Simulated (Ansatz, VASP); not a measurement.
# One calculation of Ca, two programs

Contents of INCAR:

```
SYSTEM = Ca
PREC = Accurate
ENCUT = 520
EDIFF = 1E-6
ISMEAR = 0
SIGMA = 0.15
LREAL = .FALSE.
LASPH = .TRUE.
NELM = 100
ALGO = Normal
ISIF = 2
LWAVE = .FALSE.
LCHARG = .FALSE.
GGA = PE
NBANDS = 11
```

Contents of KPOINTS:

```
Automatic mesh
0
G
  14 14 14
  0 0 0
```

POSCAR

```
Ca
1.0
    0.0000000000      2.7942000000      2.7942000000
    2.9408955000      0.0000000000      2.7942000000
    2.9408955000      2.7942000000      0.0000000000
Ca
1
Direct
    0.0000000000      0.0000000000      0.0000000000
```

Input for Ansatz:

```yaml
crystal:
  lattice:
    - [0.0, 2.7942, 2.7942]
    - [2.9408955, 0.0, 2.7942]
    - [2.9408955, 2.7942, 0.0]
  atoms:
    - { symbol: Ca, position: [0.0, 0.0, 0.0] }
basis:
  ecutwfc: 420
kpoints:
  mp_grid: { grid: [14, 14, 14] }
hamiltonian:
  xc: pbe
scf:
  occupations: { method: gaussian, width: 0.15 }
output:
  forces: true
  stress: true
  eigenvalues: true
```

Change from the starting cell: strain +0.0525 x Voigt [1, 0, 0, 0, 0, 0], atoms carried along.

Alike in both runs: task single point; functional PBE; k mesh 14 × 14 × 14; occupations gaussian, width 0.15 eV; no spin polarisation.

|  | VASP | Ansatz |
| --- | --- | --- |
| version | VASP 6.6.1 | Ansatz 0.2.0 |
| potentials or method | VASP PAW PBE potentials, release 64 (Ca_sv), cutoff 520 eV | scalar-relativistic, plane waves, PAW |
| valence electrons in the cell | 10 | 10 |

```tsv
	VASP	Ansatz	Ansatz less VASP
gap on the k mesh at the Fermi level (eV)	none	none	-
pressure (GPa)	-1.3	-1.3	-0.02
traceless stress, the component that is largest in VASP (GPa)	-0.32	-0.32	+0.001
```

A gap of «none» marks a metal or a gap that the smearing closes.
